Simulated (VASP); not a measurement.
Re:

```
Re
1.0
     2.78599    0.00000    0.00000
    -1.39299    2.41274    0.00000
     0.00000    0.00000    4.50206
Re
2
Direct
  0.33333 0.66667 0.25000
  0.66667 0.33333 0.75000
```

| Property | Result |
| --- | --- |
| Program | VASP 6.6.1 |
| Task | relaxation of cell and atoms |
| Functional | PBE |
| Potentials or basis | VASP PAW PBE potentials, release 64 (Re) |
| Cutoff | 600 eV |
| k mesh | 18 × 18 × 10 |
| Occupations | gaussian, width 0.1 eV |
| Spin | no spin polarisation |

At the start: pressure -4.8 GPa; volume 15.13 Å³/atom.

Problem. Where does the relaxation end?

Solution. Over 15 steps the energy falls by 3.0 meV/atom and the volume is 14.93 Å³/atom (-1.3 %); space group P6_3/mmc (No. 194, to 0.05 Å).

Step by step:
| step | energy change (eV) | largest force (eV/Å) | pressure (GPa) | volume (Å³) |
| --- | --- | --- | --- | --- |
| 1 | 0.0000 | 0.0000 | -4.78 | 30.26 |
| 2 | 0.0957 | 0.0000 | 22.22 | 28.33 |
| 3 | -0.0060 | 0.0000 | -0.01 | 29.88 |
| 4 | -0.0060 | 0.0000 | -0.03 | 29.87 |
| 5 | 0.0186 | 0.0000 | 10.43 | 29.09 |
| 6 | -0.0060 | 0.0000 | 0.11 | 29.86 |
| 7 | -0.0059 | 0.0000 | -0.28 | 29.90 |
| 8 | -0.0060 | 0.0000 | 0.02 | 29.87 |
| 9 | -0.0060 | 0.0000 | 0.05 | 29.87 |
| 10 | -0.0060 | 0.0000 | -0.12 | 29.88 |
| 11 | -0.0060 | 0.0000 | -0.10 | 29.87 |
| 12 | -0.0060 | 0.0000 | -0.02 | 29.87 |
| 13 | -0.0060 | 0.0000 | -0.01 | 29.87 |
| 14 | -0.0060 | 0.0000 | -0.01 | 29.87 |
| 15 | -0.0060 | 0.0000 | 0.00 | 29.87 |

Final structure:
```yaml
crystal:
  lattice:
    - [2.77408, 0.00000, 0.00000]
    - [-1.38704, 2.40243, 0.00000]
    - [0.00000, 0.00000, 4.48180]
  atoms:
    - { symbol: Re, position: [0.33333, 0.66667, 0.25000] }
    - { symbol: Re, position: [0.66667, 0.33333, 0.75000] }
```
